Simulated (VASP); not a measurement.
A run of VASP 6.6.1 is set up as follows.

The input POSCAR:

```
InSb
1.0
    0.0000000000      3.2792181133      3.2792181133
    3.2792181133      0.0000000000      3.2792181133
    3.2792181133      3.2792181133      0.0000000000
In Sb
1 1
Direct
    0.0000000000      0.0000000000      0.0000000000
    0.7500000000      0.7500000000      0.7500000000
```

Contents of INCAR.step1:

```
PREC = Accurate ; ENCUT = 520
ISMEAR = -1 ; SIGMA = 0.15
LREAL = F ; LASPH = T
NELM = 80 ; NBANDS = 16
GGA = PE ; ALGO = Normal
EDIFF = 1E-4 ; LWAVE = T
LCHARG = F
```

INCAR.step2

```
PREC = Accurate ; ENCUT = 520
EDIFF = 1E-7 ; ISMEAR = -1
SIGMA = 0.15 ; LREAL = F
LASPH = T ; NELM = 80
ALGO = Normal ; ISIF = 2
LWAVE = F ; LCHARG = F
METAGGA = R2SCAN ; LMIXTAU = T
NBANDS = 16 ; ISTART = 1
```

File KPOINTS:

```
Automatic mesh
0
Gamma
  14 14 14
```

Potentials or basis: VASP PAW PBE potentials, release 64 (In_d, Sb).

The run is started by

```bash
$ cat potpaw_PBE.64/In_d/POTCAR potpaw_PBE.64/Sb/POTCAR > POTCAR
$ cp INCAR.step1 INCAR
$ mpirun -np 1 vasp_std > vasp.out
$ cp INCAR.step2 INCAR
$ mpirun -np 1 vasp_std > vasp.out
```

(1) Predict the pressure.

(2) What does it give for the band gap on the k mesh?

Answers

(1) 0.0 GPa.

(2) 0.02 eV.

Caveat: the smearing spreads over this small gap; semilocal functionals underestimate gaps, and a narrow one can read as zero; the PAW data sets were made with another functional, which shifts forces and pressure a little; spin-orbit coupling is left out, which moves the levels of the heavy elements.
